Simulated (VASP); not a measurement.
Set up this calculation in VASP 6.6.1, as the native input.

* Task: relaxation of cell and atoms
* Functional: PBE
* Potentials or basis: VASP PAW PBE potentials, release 64 (Sb)
* Cutoff: 600 eV
* k mesh: 8 × 8 × 16
* Occupations: gaussian, width 0.1 eV
* Spin: no spin polarisation
* Dipole correction: no
* Further INCAR settings: ALGO = Normal; EDIFF = 1e-07; IBRION = 2; EDIFFG = -0.01; NSW = 100; ISIF = 3

The structure of Sb lies in POSCAR:

```
Sb
1.0
    6.1688206060      0.0000000000      0.0000000000
    0.0000000000      6.1688206060      0.0000000000
    0.0000000000      0.0000000000      2.9623090636
Sb
3
Direct
    0.0000000000      0.0000000000      0.0000000000
    0.0000000000      0.5000000000      0.0000000000
    0.5000000000      0.0000000000      0.0000000000
```

These files were run (other wordings do the same):

INCAR

```
SYSTEM = Sb
ALGO = Normal
EDIFF = 1E-7
EDIFFG = -0.01
ENCUT = 600
GGA = PE
IBRION = 2
ISIF = 3
ISMEAR = 0
LASPH = .True.
LCHARG = .False.
LREAL = .False.
LWAVE = .False.
NELM = 100
NSW = 100
PREC = Accurate
SIGMA = 0.1
```

KPOINTS

```
k-points
0
Gamma
  8 8 16
  0 0 0
```

Potentials or basis: VASP PAW PBE potentials, release 64 (Sb).

Launch:

```console
$ cat potpaw_PBE.64/Sb/POTCAR > POTCAR
$ mpirun -np 1 vasp_std > vasp.out
```

Results of the run:

```yaml
Relaxed_volume: 36.92 Å³/atom
Relaxed_cell: a = 6.093 Å, b = 6.093 Å, c = 2.984 Å, α = 90.00°, β = 90.00°, γ = 90.00°
Space_group_after_relaxing_to_0.05_Å: P4/mmm (No. 123)
Energy_gained_by_relaxing: 4.0 meV/atom
Ionic_steps: 5
Pressure_after_relaxing: 0.0 GPa
```

It took 4.5 min on 1 thread of AMD EPYC 9R45 96-Core Processor (Zen 5) (shared host), peak memory 0.34 GiB.
